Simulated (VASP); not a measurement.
**Bi2Se3 (Paraguanajuatite): relaxation of cell and atoms with BLYP+D3(BJ)**

Bi2Se3 (Paraguanajuatite):

```
Bi Se
1.0
     2.07150    1.19598    9.54533
    -2.07150    1.19598    9.54533
     0.00000   -2.39196    9.54533
Bi Se
2 3
Direct
  0.59920 0.59920 0.59920
  0.40080 0.40080 0.40080
  0.78830 0.78830 0.78830
  0.21170 0.21170 0.21170
  0.00000 0.00000 0.00000
```

```json
{
  "Program": "VASP 6.6.1",
  "Task": "relaxation of cell and atoms",
  "Functional": "BLYP",
  "Dispersion": "D3(BJ)",
  "Potentials or basis": "VASP PAW PBE potentials, release 64 (Bi_d, Se)",
  "Cutoff": "600 eV",
  "k mesh": "8 × 8 × 8",
  "Occupations": "fermi-dirac, width 0.05 eV",
  "Spin": "no spin polarisation",
  "Dipole correction": "no",
  "Further INCAR settings": "ALGO = Normal; EDIFF = 1e-06; IBRION = 2; EDIFFG = -0.01; NSW = 60; ISIF = 3"
}
```

```json
{
 "Relaxed volume": "28.35 Å³/atom",
 "Relaxed cell": "a = 9.665 Å, b = 9.665 Å, c = 9.665 Å, α = 24.99°, β = 24.99°, γ = 24.99°",
 "Space group after relaxing (to 0.05 Å)": "R-3m (No. 166)",
 "Energy gained by relaxing": "5.7 meV/atom",
 "Ionic steps": "15",
 "Pressure after relaxing": "0.0 GPa",
 "Band gap on the k mesh": "0.15 eV, direct",
 "Dispersion energy per atom": "-0.929 eV"
}
```

The path:
```tsv
step	energy change (eV)	largest force (eV/Å)	pressure (GPa)	volume (Å³)
1	0.0000	0.3615	1.05	141.89
2	-0.0088	0.0912	-0.95	145.73
3	-0.0131	0.1272	-0.24	144.31
4	-0.0163	0.1037	-0.17	143.81
5	-0.0200	0.1783	0.10	142.37
6	-0.0227	0.1504	0.07	142.27
7	-0.0270	0.0694	-0.06	141.97
8	-0.0271	0.0536	-0.08	141.90
9	-0.0280	0.0347	0.14	141.42
10	-0.0280	0.0349	0.16	141.42
11	-0.0283	0.0204	-0.06	141.86
12	-0.0283	0.0151	-0.02	141.73
13	-0.0283	0.0151	-0.01	141.72
14	-0.0283	0.0175	0.01	141.72
15	-0.0284	0.0017	-0.03	141.73
```

Final structure:
```xyz
5
Lattice="2.0909 1.2072 9.3588 -2.0909 1.2072 9.3588 0.0000 -2.4143 9.3588" Properties=species:S:1:pos:R:3 pbc="T T T"
Bi    0.0000    0.0000   16.7927
Bi    0.0000    0.0000   11.2836
Se    0.0000    0.0000   22.2124
Se    0.0000    0.0000    5.8639
Se    0.0000    0.0000    0.0000
```

Levels at points of the mesh, in eV from the valence-band top:
| k point | band 20 | band 21 | band 22 | band 23 | band 24 | band 25 | band 26 | band 27 | band 28 |
| --- | --- | --- | --- | --- | --- | --- | --- | --- | --- |
| (0.00, 0.00, 0.00) | -1.94 | -1.94 | -1.24 | -1.24 | 0.00 | 0.15 | 1.19 | 1.19 | 2.09 |
| (0.50, 0.00, 0.00) | -3.10 | -3.07 | -2.26 | -1.21 | -0.48 | 0.77 | 1.69 | 2.98 | 3.15 |
| (0.50, 0.50, 0.00) | -2.48 | -1.98 | -1.84 | -1.77 | -0.88 | 1.34 | 1.95 | 2.50 | 2.88 |
| (0.50, 0.50, 0.50) | -1.63 | -1.63 | -1.49 | -1.49 | -0.55 | 0.73 | 1.60 | 1.60 | 1.92 |

Wall time 32 min on 1 × NVIDIA H100 80GB with 1 thread of AMD EPYC 7R13 Processor (Zen 3) (shared host), peak memory 1.9 GiB.

Caveat: the PAW data sets were made with another functional, which shifts forces and pressure a little; spin-orbit coupling is left out, which moves the levels of the heavy elements. A k mesh can miss the band edges.
